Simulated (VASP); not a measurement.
# Se (Fd-3m) in VASP: single point with PBE

Aim: the single point of Se with PBE.

All numbers are computed with VASP 6.6.1; they aren't measurements. Logs are shortened: lines on timing, memory, paths and dates and some standing lists are left out, and cuts for length are marked.

**1. The cell of the first run**

Symmetry: Fd-3m, No. 227, cubic system. Conventional cell: a = 6.413 Å, b = 6.413 Å, c = 6.413 Å, α = 90.00°, β = 90.00°, γ = 90.00°. Within 3.7 Å of Se (site symmetry -43m) lie 4 Se at 2.78 Å.

This isn't the form of Se at room conditions, which is trigonal, of chains.

**2. Single point, PBE (O replaced by Se, lengths x 1.491, strained)**

INCAR

```
SYSTEM = Se
ALGO = Normal
EDIFF = 1E-6
ENCUT = 520
GGA = PE
ISIF = 2
ISMEAR = 0
LASPH = .TRUE.
LCHARG = .FALSE.
LREAL = .FALSE.
LWAVE = .FALSE.
NBANDS = 13
NELM = 100
PREC = Accurate
SIGMA = 0.1
```

KPOINTS

```
k-points
0
G
  12 12 12
  0 0 0
```

POSCAR

```
Se
1.0
    0.0000000000      3.2064173247      3.2064173247
    3.2064173247      0.0000000000      3.2064173247
    3.2064173247      3.2064173247      0.0000000000
Se
2
Direct
    0.2500000000      0.2500000000      0.2500000000
    0.0000000000      0.0000000000      0.0000000000
```

Potentials or basis: VASP PAW PBE potentials, release 64 (Se).

Run with:

```console
$ cat potpaw_PBE.64/Se/POTCAR > POTCAR
$ mpirun -np 1 vasp_std > vasp.out
```

OUTCAR:

```text
SYSTEM = Se
   EDIFF = 1E-6
   ENCUT = 520
   GGA = PE
   ISIF = 2
   ISMEAR = 0
   LASPH = .TRUE.
   LREAL = .FALSE.
   NELM = 100
   PREC = Accurate

 ion  position               nearest neighbor table
   1  0.250  0.250  0.250-   2 2.78   2 2.78   2 2.78   2 2.78
   2  0.000  0.000  0.000-   1 2.78   1 2.78   1 2.78   1 2.78

  LATTYP: Found a face centered cubic cell.
 ALAT       =     6.4128346494

  Lattice vectors:

 A1 = (   0.0000000000,   3.2064173247,   3.2064173247)
 A2 = (   3.2064173247,   0.0000000000,   3.2064173247)
 A3 = (   3.2064173247,   3.2064173247,   0.0000000000)

Analysis of symmetry for initial positions (statically):
=====================================================================
 Subroutine PRICEL returns:
 Original cell was already a primitive cell.

 Routine SETGRP: Setting up the symmetry group for a
 face centered cubic supercell.

 Subroutine GETGRP returns: Found 48 space group operations
 (whereof 24 operations were pure point group operations)
 out of a pool of 48 trial point group operations.

The static configuration has the point symmetry T_d .
 The point group associated with its full space group is O_h .

Analysis of symmetry for dynamics (positions and initial velocities):
=====================================================================
 Subroutine PRICEL returns:
 Original cell was already a primitive cell.

 Routine SETGRP: Setting up the symmetry group for a
 face centered cubic supercell.

 Subroutine GETGRP returns: Found 48 space group operations
 (whereof 24 operations were pure point group operations)
 out of a pool of 48 trial point group operations.

The dynamic configuration has the point symmetry T_d .
 The point group associated with its full space group is O_h .

 Subroutine INISYM returns: Found 48 space group operations
 (whereof 24 operations are pure point group operations),
 and found     1 'primitive' translations

----------------------------------------------------------------------------------------

                                     Primitive cell

  volume of cell :      65.9311

  direct lattice vectors                    reciprocal lattice vectors
     0.000000000  3.206417325  3.206417325    -0.155937281  0.155937281  0.155937281
     3.206417325  0.000000000  3.206417325     0.155937281 -0.155937281  0.155937281
     3.206417325  3.206417325  0.000000000     0.155937281  0.155937281 -0.155937281

  length of vectors
     4.534558867  4.534558867  4.534558867     0.270091294  0.270091294  0.270091294

  position of ions in fractional coordinates (direct lattice)
     0.250000000  0.250000000  0.250000000
     0.000000000  0.000000000  0.000000000

  ion indices of the primitive-cell ions
   primitive index   ion index
                 1           1
                 2           2

----------------------------------------------------------------------------------------

 KPOINTS: k-points

Automatic generation of k-mesh.
 Grid dimensions read from file:
 generate k-points for:   12   12   12

 Generating k-lattice:

  Cartesian coordinates                     Fractional coordinates (reciprocal lattice)
    -0.012994773  0.012994773  0.012994773     0.083333333  0.000000000  0.000000000
     0.012994773 -0.012994773  0.012994773     0.000000000  0.083333333  0.000000000
     0.012994773  0.012994773 -0.012994773     0.000000000  0.000000000  0.083333333

  Length of vectors
     0.022507608  0.022507608  0.022507608

  Shift w.r.t. Gamma in fractional coordinates (k-lattice)
     0.000000000  0.000000000  0.000000000

 Subroutine IBZKPT returns following result:
 ===========================================

 Found     72 irreducible k-points:

 Following reciprocal coordinates:
            Coordinates               Weight
  0.000000  0.000000  0.000000      1.000000
  0.083333  0.000000  0.000000      8.000000
  0.166667  0.000000  0.000000      8.000000
  0.250000  0.000000  0.000000      8.000000
  0.333333  0.000000  0.000000      8.000000
  0.416667  0.000000  0.000000      8.000000
[... 16 lines left out ...]
  0.500000  0.166667  0.000000     24.000000
 -0.416667  0.166667  0.000000     24.000000
 [... further k-points ...]
   k-points           NKPTS =     72   k-points in BZ     NKDIM =     72   number of bands    NBANDS=     13
   number of dos      NEDOS =    301   number of ions     NIONS =      2
   total plane-waves  NPLWV =  46656
   dimension x,y,z NGX =    36 NGY =   36 NGZ =   36
   dimension x,y,z NGXF=    72 NGYF=   72 NGZF=   72
   ions per type =               2
   NGX,Y,Z   is equivalent  to a cutoff of  13.20, 13.20, 13.20 a.u.
   NGXF,Y,Z  is equivalent  to a cutoff of  26.40, 26.40, 26.40 a.u.
 SYSTEM =  Se
   PREC   = accura    normal or accurate (medium, high low for compatibility)
   ISTART =      0    job   : 0-new  1-cont  2-samecut
   ICHARG =      2    charge: 1-file 2-atom 10-const
   ISPIN  =      1    spin polarized calculation?
   LNONCOLLINEAR =      F non collinear calculations
   LSORBIT =      F    spin-orbit coupling
   LASPH  =      T    aspherical Exc in radial PAW
   ENCUT  =  520.0 eV  38.22 Ry    6.18 a.u.   8.43  8.43  8.43*2*pi/ulx,y,z
   NELM   =    100;   NELMIN=  2; NELMDL= -5     # of ELM steps
   EDIFF  = 0.1E-05   stopping-criterion for ELM
   LREAL  =      F    real-space projection
   EDIFFG = 0.1E-04   stopping-criterion for IOM
   NSW    =      0    number of steps for IOM
   IBRION =     -1    ionic relax: 0-MD 1-quasi-New 2-CG
   NFREE  =      0    steps in history (QN), initial steepest desc. (CG)
   ISIF   =      2    stress and relaxation
   ISYM   =      2    0-nonsym 1-usesym 2-fastsym
   POTIM  = 0.5000    time-step for ionic-motion
   TEBEG  =    0.0;   TEEND  =   0.0 temperature during run
   PSTRESS=    0.0 pullay stress
   NELECT =      12.0000    total number of electrons
   NUPDOWN=      -1.0000    fix difference up-down
   EMIN   =  10.00;   EMAX   =-10.00  energy-range for DOS
   EFERMI =   0.00;   METHOD = LEGACY
   ISMEAR =     0;   SIGMA  =   0.10  broadening in eV -4-tet -1-fermi 0-gaus
   EFERMI_NEDOS =   21; number of points for ismear=-14 and -15
   IALGO  =     38    algorithm
   IMIX   =      4    mixing-type and parameters
     AMIX     =   0.40;   BMIX     =  1.00
     AMIX_MAG =   1.60;   BMIX_MAG =  1.00
  volume/ion in A,a.u.               =      32.97       222.46
  Fermi-wavevector in a.u.,A,eV,Ry     =   0.927766  1.753224 11.711216  0.860750
  Thomas-Fermi vector in A             =   2.053871
   LORBIT       =      0    0 simple, 1 ext, 2 COOP (PROOUT), +10 PAW based schemes
   GGA     = PE    functional components
   LHFCALC =     F    Hartree Fock is set to
   AEXX    =    0.0000 exact exchange contribution
   IVDW    =     0    specifies the selected vdW correction
   LEPSILON=     F    determine dielectric tensor
   LRPA    =     F    only Hartree local field effects (RPA)
 non-spin polarized calculation
 Gauss-broadening in eV      SIGMA  =   0.10
  energy-cutoff  :      520.00
  volume of cell :       65.93
 maximum number of plane-waves:      1807
 NGX is ok and might be reduce to    36
   NGX = 17   NGY = 17   NGZ = 17

 number of electron      11.9999999 magnetization

 Free energy of the ion-electron system (eV)
  ---------------------------------------------------
  ext. energy  EPLUGINS =         0.00000000
  ---------------------------------------------------
  free energy    TOTEN  =        -5.98824109 eV

  energy without entropy =       -5.97993835  energy(sigma->0) =       -5.98408972

 E-fermi :   1.6741     XC(G=0):  -7.9911

 val. band max:        1.6590407394   @ k =   0.2500   0.1667   0.0833
 cond. band min:       1.6909351962   @ k =   0.4167   0.0833   0.0000
 fundamental gap:      0.0318944567
 Fermi energy:         1.6740752791

 k-point     1 :       0.0000    0.0000    0.0000
  band No.  band energies     occupation
      1     -13.3057      2.00000
      2      -8.6749      2.00000
      3      -1.5666      2.00000
      4      -1.5666      2.00000
      5      -1.5666      2.00000
      6       0.9912      2.00000
      7       0.9912      2.00000
      8       0.9912      2.00000
      9       6.1129      0.00000
     10       9.4003      0.00000
     11       9.4003      0.00000
     12      11.2421      0.00000
     13      11.2421      0.00000

 k-point     2 :       0.0833    0.0000    0.0000
  band No.  band energies     occupation
      1     -13.2631      2.00000
      2      -8.7741      2.00000
      3      -1.6270      2.00000
      4      -1.6270      2.00000
      5      -1.5993      2.00000
      6       1.0682      2.00000
      7       1.0805      2.00000
      8       1.0805      2.00000
      9       6.3308      0.00000
     10       9.1990      0.00000
     11       9.1990      0.00000
     12      11.0409      0.00000
     13      11.6571      0.00000

 k-point     3 :       0.1667    0.0000    0.0000
  band No.  band energies     occupation
      1     -13.1391      2.00000
      2      -9.0467      2.00000
      3      -1.7743      2.00000
      4      -1.7743      2.00000
      5      -1.7094      2.00000
      6       1.3039      2.00000
      7       1.3039      2.00000
      8       1.3360      2.00000
      9       6.8837      0.00000
     10       8.9122      0.00000
     11       8.9122      0.00000
     12      10.6966      0.00000
     13      12.5695      0.00000
[... 305 lines left out ...]
 k-point    23 :       0.5000    0.1667    0.0000
  band No.  band energies     occupation
      1     -12.2843      2.00000
      2     -10.4667      2.00000
      3      -3.0100      2.00000
      4      -2.4394      2.00000
      5      -1.0889      2.00000
      6       1.5365      1.94823
      7       2.4346      0.00000
      8       3.0850      0.00000
      9       7.8767      0.00000
     10       8.4665      0.00000
     11       9.8600      0.00000
     12      10.4158      0.00000
     13      11.6905      0.00000

 k-point    24 :      -0.4167    0.1667    0.0000
  band No.  band energies     occupation
      1     -12.2548      2.00000
      2     -10.5064      2.00000
      3      -3.0795      2.00000
      4      -2.3692      2.00000
      5      -1.1420      2.00000
      6       1.7494      0.28691
      7       2.3151      0.00000
      8       3.1008      0.00000
      9       7.7874      0.00000
     10       8.8430      0.00000
     11       9.2011      0.00000
     12      10.4743      0.00000
     13      12.3713      0.00000

 [... further k-points ...]

------------------------ aborting loop because EDIFF is reached ----------------------------------------

  FORCE on cell =-STRESS in cart. coord.  units (eV):
  Direction    XX          YY          ZZ          XY          YZ          ZX
  --------------------------------------------------------------------------------------
  -------------------------------------------------------------------------------------
  Total       -0.5495827     -0.5495827     -0.5495827      0.0000000      0.0000000      0.0000000
  in kB      -13.3552965    -13.3552965    -13.3552965      0.0000000      0.0000000      0.0000000
  external PRESSURE =     -13.3552965 kB  Pullay stress =       0.0000000 kB

 VOLUME and BASIS-vectors are now :
 -----------------------------------------------------------------------------
  energy-cutoff  :      520.00
  volume of cell :       65.93
      direct lattice vectors                 reciprocal lattice vectors
     0.000000000  3.206417325  3.206417325    -0.155937281  0.155937281  0.155937281
     3.206417325  0.000000000  3.206417325     0.155937281 -0.155937281  0.155937281
     3.206417325  3.206417325  0.000000000     0.155937281  0.155937281 -0.155937281

 POSITION                                       TOTAL-FORCE (eV/Angst)
 -----------------------------------------------------------------------------------
      1.60321      1.60321      1.60321         0.000000      0.000000      0.000000
      0.00000      0.00000      0.00000        -0.000000     -0.000000      0.000000
 -----------------------------------------------------------------------------------
    total drift:                                0.000000      0.000000      0.000000

  FREE ENERGIE OF THE ION-ELECTRON SYSTEM (eV)
  ---------------------------------------------------
  free  energy   TOTEN  =        -5.9882410902 eV

  energy  without entropy=       -5.9799383525  energy(sigma->0) =       -5.98408972
```

It took 17 s on 1 thread of Intel Xeon 6975P-C (Granite Rapids), shared host; peak memory 0.21 GiB.

Results:

| Quantity | Value |
| --- | --- |
| Free energy | -5.9882 eV |
| Pressure | -1.3 GPa |
| Band gap on the k mesh | zero (bands 6 and 7 overlap by 1.01 eV) |

Caveat: the cell differs from its parent crystal (O replaced by Se, lengths x 1.491, strained).
